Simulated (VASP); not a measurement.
# TiCo (P4mm) in VASP: single point with PBE

Aim: the single point of TiCo with PBE.

All numbers are computed with VASP 6.6.1; they aren't measurements. Logs are shortened: lines on timing, memory, paths and dates and some standing lists are left out, and cuts for length are marked.

## 1. The cell of the first run

The structure is tetragonal, space group P4mm (No. 99). Conventional cell: a = 2.986 Å, b = 2.986 Å, c = 2.986 Å, α = 90.00°, β = 90.00°, γ = 90.00°. Ti (site symmetry 4mm) has 8 Co at 2.53 to 2.65 Å and 6 Ti at 2.99 Å within 3.3 Å. Within 3.3 Å of Co (site symmetry 4mm) lie 8 Ti at 2.53 to 2.65 Å and 6 Co at 2.99 Å.

## 2. Single point, PBE, collinear spin, ferromagnetic start

Input file INCAR:

```
SYSTEM = TiCo
  PREC = Accurate
  ENCUT = 520
  EDIFF = 1E-7
  ISMEAR = 0
  SIGMA = 0.05
  LREAL = .FALSE.
  LASPH = .TRUE.
  NELM = 150
  ALGO = Normal
  ISIF = 2
  LWAVE = .FALSE.
  LCHARG = .FALSE.
  ISPIN = 2
  MAGMOM = -0.02 0.98
  LORBIT = 11
  LMAXMIX = 4
  GGA = PE
  NBANDS = 22
```

Input file KPOINTS:

```
Automatic mesh
0
G
  12 12 12
  0 0 0
```

Input file POSCAR:

```
TiCo
1.0
    2.9861109900      0.0000000000      0.0000000000
    0.0000000000      2.9861109900      0.0000000000
    0.0000000000      0.0000000000      2.9861109900
Ti Co
1 1
Direct
    0.0334883735      0.0000000000      0.0000000000
    0.5000000000      0.5000000000      0.5000000000
```

Potentials or basis: VASP PAW PBE potentials, release 64 (Ti_sv, Co).

Started as:

```bash
$ cat potpaw_PBE.64/Ti_sv/POTCAR potpaw_PBE.64/Co/POTCAR > POTCAR
$ mpirun -np 1 vasp_std > vasp.out
```

OUTCAR:

```text
SYSTEM = TiCo
   PREC = Accurate
   ENCUT = 520
   EDIFF = 1E-7
   ISMEAR = 0
   LREAL = .FALSE.
   LASPH = .TRUE.
   NELM = 150
   ISIF = 2
   ISPIN = 2
   LORBIT = 11
   GGA = PE

 ion  position               nearest neighbor table
   1  0.033  0.000  0.000-   2 2.53   2 2.53   2 2.53   2 2.53   2 2.65   2 2.65   2 2.65   2 2.65

   2  0.500  0.500  0.500-   1 2.53   1 2.53   1 2.53   1 2.53   1 2.65   1 2.65   1 2.65   1 2.65

  LATTYP: Found a simple cubic cell.
 ALAT       =     2.9861109900

  Lattice vectors:

 A1 = (   2.9861109900,   0.0000000000,   0.0000000000)
 A2 = (   0.0000000000,   2.9861109900,   0.0000000000)
 A3 = (   0.0000000000,   0.0000000000,   2.9861109900)

Analysis of symmetry for initial positions (statically):
=====================================================================
 Subroutine PRICEL returns:
 Original cell was already a primitive cell.

 Routine SETGRP: Setting up the symmetry group for a
 simple cubic supercell.

 Subroutine GETGRP returns: Found  8 space group operations
 (whereof  8 operations were pure point group operations)
 out of a pool of 48 trial point group operations.

The static configuration has the point symmetry C_4v.

Analysis of symmetry for dynamics (positions and initial velocities):
=====================================================================
 Subroutine PRICEL returns:
 Original cell was already a primitive cell.

 Routine SETGRP: Setting up the symmetry group for a
 simple cubic supercell.

 Subroutine GETGRP returns: Found  8 space group operations
 (whereof  8 operations were pure point group operations)
 out of a pool of 48 trial point group operations.

The dynamic configuration has the point symmetry C_4v.

Analysis of structural, dynamic, and magnetic symmetry:
=====================================================================
 Subroutine PRICEL returns:
 Original cell was already a primitive cell.

 Routine SETGRP: Setting up the symmetry group for a
 simple cubic supercell.

 Subroutine GETGRP returns: Found  8 space group operations
 (whereof  8 operations were pure point group operations)
 out of a pool of 48 trial point group operations.

The overall configuration has the point symmetry C_4v.

 Subroutine INISYM returns: Found  8 space group operations
 (whereof  8 operations are pure point group operations),
 and found     1 'primitive' translations

----------------------------------------------------------------------------------------

                                     Primitive cell

  volume of cell :      26.6267

  direct lattice vectors                    reciprocal lattice vectors
     2.986110990  0.000000000  0.000000000     0.334883735  0.000000000  0.000000000
     0.000000000  2.986110990  0.000000000     0.000000000  0.334883735  0.000000000
     0.000000000  0.000000000  2.986110990     0.000000000  0.000000000  0.334883735

  length of vectors
     2.986110990  2.986110990  2.986110990     0.334883735  0.334883735  0.334883735

  position of ions in fractional coordinates (direct lattice)
     0.033488373  0.000000000  0.000000000
     0.500000000  0.500000000  0.500000000

  ion indices of the primitive-cell ions
   primitive index   ion index
                 1           1
                 2           2

----------------------------------------------------------------------------------------

 KPOINTS: Automatic mesh

Automatic generation of k-mesh.
 Grid dimensions read from file:
 generate k-points for:   12   12   12

 Generating k-lattice:

  Cartesian coordinates                     Fractional coordinates (reciprocal lattice)
     0.027906978  0.000000000  0.000000000     0.083333333  0.000000000  0.000000000
     0.000000000  0.027906978  0.000000000     0.000000000  0.083333333  0.000000000
     0.000000000  0.000000000  0.027906978     0.000000000  0.000000000  0.083333333

  Length of vectors
     0.027906978  0.027906978  0.027906978

  Shift w.r.t. Gamma in fractional coordinates (k-lattice)
     0.000000000  0.000000000  0.000000000

 Subroutine IBZKPT returns following result:
 ===========================================

 Found    196 irreducible k-points:

 Following reciprocal coordinates:
            Coordinates               Weight
  0.000000  0.000000  0.000000      1.000000
  0.083333  0.000000  0.000000      2.000000
  0.000000  0.083333  0.000000      4.000000
  0.166667  0.000000  0.000000      2.000000
  0.000000  0.166667  0.000000      4.000000
  0.250000  0.000000  0.000000      2.000000
[... 16 lines left out ...]
  0.000000  0.333333  0.083333      8.000000
  0.083333  0.000000  0.333333      8.000000
 [... further k-points ...]
   k-points           NKPTS =    196   k-points in BZ     NKDIM =    196   number of bands    NBANDS=     22
   number of dos      NEDOS =    301   number of ions     NIONS =      2
   total plane-waves  NPLWV =  13824
   dimension x,y,z NGX =    24 NGY =   24 NGZ =   24
   dimension x,y,z NGXF=    48 NGYF=   48 NGZF=   48
   ions per type =               1   1
   NGX,Y,Z   is equivalent  to a cutoff of  13.36, 13.36, 13.36 a.u.
   NGXF,Y,Z  is equivalent  to a cutoff of  26.72, 26.72, 26.72 a.u.
 SYSTEM =  TiCo
   PREC   = accura    normal or accurate (medium, high low for compatibility)
   ISTART =      0    job   : 0-new  1-cont  2-samecut
   ICHARG =      2    charge: 1-file 2-atom 10-const
   ISPIN  =      2    spin polarized calculation?
   LNONCOLLINEAR =      F non collinear calculations
   LSORBIT =      F    spin-orbit coupling
   LASPH  =      T    aspherical Exc in radial PAW
   ENCUT  =  520.0 eV  38.22 Ry    6.18 a.u.   5.55  5.55  5.55*2*pi/ulx,y,z
   NELM   =    150;   NELMIN=  2; NELMDL= -5     # of ELM steps
   EDIFF  = 0.1E-06   stopping-criterion for ELM
   LREAL  =      F    real-space projection
   EDIFFG = 0.1E-05   stopping-criterion for IOM
   NSW    =      0    number of steps for IOM
   IBRION =     -1    ionic relax: 0-MD 1-quasi-New 2-CG
   NFREE  =      0    steps in history (QN), initial steepest desc. (CG)
   ISIF   =      2    stress and relaxation
   ISYM   =      2    0-nonsym 1-usesym 2-fastsym
   POTIM  = 0.5000    time-step for ionic-motion
   TEBEG  =    0.0;   TEEND  =   0.0 temperature during run
   PSTRESS=    0.0 pullay stress
   NELECT =      21.0000    total number of electrons
   NUPDOWN=      -1.0000    fix difference up-down
   EMIN   =  10.00;   EMAX   =-10.00  energy-range for DOS
   EFERMI =   0.00;   METHOD = LEGACY
   ISMEAR =     0;   SIGMA  =   0.05  broadening in eV -4-tet -1-fermi 0-gaus
   EFERMI_NEDOS =   21; number of points for ismear=-14 and -15
   IALGO  =     38    algorithm
   IMIX   =      4    mixing-type and parameters
     AMIX     =   0.40;   BMIX     =  1.00
     AMIX_MAG =   1.60;   BMIX_MAG =  1.00
  volume/ion in A,a.u.               =      13.31        89.84
  Fermi-wavevector in a.u.,A,eV,Ry     =   1.512546  2.858298 31.127355  2.287796
  Thomas-Fermi vector in A             =   2.622456
   LORBIT       =     11    0 simple, 1 ext, 2 COOP (PROOUT), +10 PAW based schemes
   GGA     = PE    functional components
   LHFCALC =     F    Hartree Fock is set to
   AEXX    =    0.0000 exact exchange contribution
   IVDW    =     0    specifies the selected vdW correction
   LEPSILON=     F    determine dielectric tensor
   LRPA    =     F    only Hartree local field effects (RPA)
 spin polarized calculation
 Gauss-broadening in eV      SIGMA  =   0.05
  energy-cutoff  :      520.00
  volume of cell :       26.63
 maximum number of plane-waves:       739
 NGX is ok and might be reduce to    24
   NGX = 11   NGY = 11   NGZ = 11

 number of electron      20.9999989 magnetization       0.8631663

 Free energy of the ion-electron system (eV)
  ---------------------------------------------------
  ext. energy  EPLUGINS =         0.00000000
  ---------------------------------------------------
  free energy    TOTEN  =       -15.64925116 eV

  energy without entropy =      -15.64615498  energy(sigma->0) =      -15.64770307

 E-fermi :   9.9574     XC(G=0): -12.5717

 val. band max:        9.9546931598   @ k =   0.0833   0.0000   0.2500
 cond. band min:       9.9584757783   @ k =   0.0000   0.2500   0.0833
 fundamental gap:      0.0037826185
 Fermi energy:         9.9573998526

 spin component 1

 k-point     1 :       0.0000    0.0000    0.0000
  band No.  band energies     occupation
      1     -47.2287      1.00000
      2     -23.3232      1.00000
      3     -23.3218      1.00000
      4     -23.3218      1.00000
      5       2.2430      1.00000
      6       5.7415      1.00000
[... 14 lines left out ...]
     21      29.1490      0.00000
     22      30.9013      0.00000
[... 552 lines left out ...]
  band No.  band energies     occupation
      1     -47.2030      1.00000
      2     -23.5439      1.00000
      3     -23.3254      1.00000
      4     -23.3036      1.00000
      5       4.3277      1.00000
      6       6.3851      1.00000
[... 14 lines left out ...]
     21      27.9527      0.00000
     22      29.0563      0.00000

 [... further k-points ...]

 spin component 2

 k-point     1 :       0.0000    0.0000    0.0000
  band No.  band energies     occupation
      1     -47.2245      1.00000
      2     -23.3190      1.00000
      3     -23.3190      1.00000
      4     -23.3186      1.00000
      5       2.2443      1.00000
      6       6.3909      1.00000
[... 14 lines left out ...]
     21      29.3178      0.00000
     22      30.8028      0.00000
[... 552 lines left out ...]
  band No.  band energies     occupation
      1     -47.1986      1.00000
      2     -23.5434      1.00000
      3     -23.3208      1.00000
      4     -23.3007      1.00000
      5       4.3506      1.00000
      6       6.9276      1.00000
[... 14 lines left out ...]
     21      27.9882      0.00000
     22      28.9923      0.00000

 [... further k-points ...]

------------------------ aborting loop because EDIFF is reached ----------------------------------------

  FORCE on cell =-STRESS in cart. coord.  units (eV):
  Direction    XX          YY          ZZ          XY          YZ          ZX
  --------------------------------------------------------------------------------------
  -------------------------------------------------------------------------------------
  Total       -0.0995919     -0.0242014     -0.0242014     -0.0000000      0.0000000      0.0000000
  in kB       -5.9926225     -1.4562398     -1.4562398     -0.0000000      0.0000000      0.0000000
  external PRESSURE =      -2.9683673 kB  Pullay stress =       0.0000000 kB

 VOLUME and BASIS-vectors are now :
 -----------------------------------------------------------------------------
  energy-cutoff  :      520.00
  volume of cell :       26.63
      direct lattice vectors                 reciprocal lattice vectors
     2.986110990  0.000000000  0.000000000     0.334883735  0.000000000  0.000000000
     0.000000000  2.986110990  0.000000000     0.000000000  0.334883735  0.000000000
     0.000000000  0.000000000  2.986110990     0.000000000  0.000000000  0.334883735

 POSITION                                       TOTAL-FORCE (eV/Angst)
 -----------------------------------------------------------------------------------
      0.10000      0.00000      0.00000        -0.486489      0.000000     -0.000000
      1.49306      1.49306      1.49306         0.486489      0.000000      0.000000
 -----------------------------------------------------------------------------------
    total drift:                               -0.000202      0.000000     -0.000001

  FREE ENERGIE OF THE ION-ELECTRON SYSTEM (eV)
  ---------------------------------------------------
  free  energy   TOTEN  =       -15.6492511629 eV

  energy  without entropy=      -15.6461549822  energy(sigma->0) =      -15.64770307

 total charge

# of ion       s       p       d       tot
------------------------------------------
    1        2.248   6.180   1.862  10.291
    2        0.526   0.462   7.306   8.293
--------------------------------------------------
tot          2.774   6.642   9.168  18.584

 magnetization (x)

# of ion       s       p       d       tot
------------------------------------------
    1       -0.002  -0.012   0.000  -0.013
    2        0.028  -0.003   0.895   0.920
--------------------------------------------------
tot          0.025  -0.014   0.895   0.906
```

Run time: 1.9 min. Hardware: 1 thread of Intel Xeon Platinum 8488C (Sapphire Rapids), shared host; peak memory 0.29 GiB.

Results:

- Free energy: -15.6493 eV
- Pressure: -0.3 GPa
- Largest force: 0.486 eV/Å
- Net moment: 0.86 μB per cell
- Site moments: Ti -0.01; Co +0.92 μB
- Valence electrons inside the program's atomic spheres: Ti 10.29; Co 8.29

Forces on the atoms (eV/Å):
```
Ti  -0.486  0.000  0.000
Co   0.486  0.000  0.000
```

Levels at points of the mesh, in eV from the Fermi level:
Spin up:
| k point | band 8 | band 9 | band 10 | band 11 | band 12 | band 13 | band 14 | band 15 |
| --- | --- | --- | --- | --- | --- | --- | --- | --- |
| (0.00, 0.00, 0.00) | -1.92 | -1.89 | -1.89 | 0.39 | 0.47 | 2.61 | 2.61 | 2.64 |
| (0.50, 0.00, 0.00) | -2.01 | -2.01 | -1.57 | -0.68 | -0.65 | 0.63 | 0.63 | 2.21 |
| (0.00, 0.50, 0.00) | -2.09 | -2.03 | -1.58 | -0.64 | -0.64 | 0.66 | 0.68 | 2.22 |
| (0.50, 0.50, 0.00) | -2.76 | -1.53 | -0.81 | 0.51 | 0.63 | 1.18 | 2.40 | 2.41 |
| (0.00, 0.50, 0.50) | -2.73 | -1.52 | -0.83 | 0.60 | 0.60 | 1.03 | 2.37 | 2.37 |
| (0.50, 0.50, 0.50) | -2.12 | -2.10 | -2.10 | -1.50 | -1.50 | 3.15 | 3.16 | 6.83 |
Spin down:
```tsv
k point	band 8	band 9	band 10	band 11	band 12	band 13
(0.00, 0.00, 0.00)	-1.38	-1.35	-1.35	0.94	1.01	2.72
(0.50, 0.00, 0.00)	-1.44	-1.44	-0.96	-0.72	0.53	0.65
(0.00, 0.50, 0.00)	-1.59	-1.46	-0.97	-0.66	0.52	0.70
(0.50, 0.50, 0.00)	-2.33	-0.05	0.19	0.51	0.66	1.33
(0.00, 0.50, 0.50)	-2.30	-0.06	0.23	0.58	0.58	1.20
(0.50, 0.50, 0.50)	-2.10	-2.08	-2.08	-0.03	-0.01	3.10
```
